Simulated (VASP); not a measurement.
Runs of VASP 6.6.1 on Na. The structure is that of space group P6_3/mmc (No. 194), or close to it. The cells are those of the table. 

```tsv
task	cell	k mesh	cutoff (eV)	gap on the mesh (eV)	pressure (GPa)	relaxed volume (Å³/atom)
relaxation of cell and atoms	relaxed from a = 3.732, b = 3.732, c = 5.980 Å, angles 90.0, 90.0, 120.0°, 2 atoms	12 × 12 × 8	600	none	0.0	(a)
single point	a = 3.732, b = 3.732, c = 5.980 Å, angles 90.0, 90.0, 120.0°, 2 atoms	6 × 6 × 4	520	none	0.1	-
single point	a = 3.729, b = 3.729, c = 6.042 Å, angles 90.0, 90.0, 120.0°, 2 atoms	12 × 12 × 8	520	none	0.0	-
relaxation of cell and atoms	relaxed from a = 2.949, b = 2.949, c = 4.815 Å, angles 90.0, 90.0, 120.0°, 2 atoms	6 × 6 × 4	600	none	0.1	35.21
single point	a = 2.949, b = 2.949, c = 4.815 Å, angles 90.0, 90.0, 120.0°, 2 atoms	6 × 6 × 4	520	none	20.0	-
```

Alike in all rows: level PBEsol; potentials or basis VASP PAW PBE potentials, release 64 (Na_pv); no spin polarisation; smearing gaussian 0.1 eV.

Problem. Fill in the values left out.

Solution. (a) 36.33.

Caveats: some runs use coarse meshes; the PAW data sets were made with another functional, which shifts forces and pressure a little; the volume moved by over 15 % at a fixed basis, so the end points are rough (some runs).

A gap of «none» marks levels without a gap at the run's occupations.
